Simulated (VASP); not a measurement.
Input of a VASP 6.6.1 run:

POSCAR

```
BAs
1.0
    0.0000000000      2.3885000000      2.3885000000
    2.4720975000      0.0000000000      2.3885000000
    2.4720975000      2.3885000000      0.0000000000
B As
1 1
Direct
    0.0000000000      0.0000000000      0.0000000000
    0.7500000000      0.7500000000      0.7500000000
```

The input INCAR.step1:

```
SYSTEM = BAs
PREC = Accurate ; ENCUT = 520
ISMEAR = 0 ; SIGMA = 0.05
LREAL = .FALSE. ; LASPH = .TRUE.
NELM = 100 ; NBANDS = 11
GGA = PE ; ALGO = Normal
EDIFF = 1E-4 ; LWAVE = .TRUE.
LCHARG = .FALSE.
```

The input INCAR.step2:

```
SYSTEM = BAs
PREC = Accurate ; ENCUT = 520
EDIFF = 1E-6 ; ISMEAR = 0
SIGMA = 0.05 ; LREAL = .FALSE.
LASPH = .TRUE. ; NELM = 100
ALGO = Normal ; ISIF = 2
LWAVE = .FALSE. ; LCHARG = .FALSE.
METAGGA = R2SCAN ; LMIXTAU = .TRUE.
NBANDS = 11 ; ISTART = 1
```

KPOINTS

```
Automatic mesh
0
G
  10 10 10
  0 0 0
```

Potentials or basis: VASP PAW PBE potentials, release 64 (B, As).

The run is started by

```console
$ cat potpaw_PBE.64/B/POTCAR potpaw_PBE.64/As/POTCAR > POTCAR
$ cp INCAR.step1 INCAR
$ mpirun -np 1 vasp_std > vasp.out
$ cp INCAR.step2 INCAR
$ mpirun -np 1 vasp_std > vasp.out
```

**Question.** Predict the band gap on the k mesh.

**Answer.** 1.14 eV, indirect (least direct gap 3.21 eV).

**Question.** Estimate the pressure.

**Answer.** -3.8 GPa.

Stress tensor (GPa, compression positive):
```
-9.00  0.00  0.00
 0.00 -1.21  0.00
 0.00  0.00 -1.21
```

Caveat: the cell differs from its parent crystal (strain +0.0350 x Voigt [1, 0, 0, 0, 0, 0]); the PAW data sets were made with another functional, which shifts forces and pressure a little. A k mesh can miss the band edges.
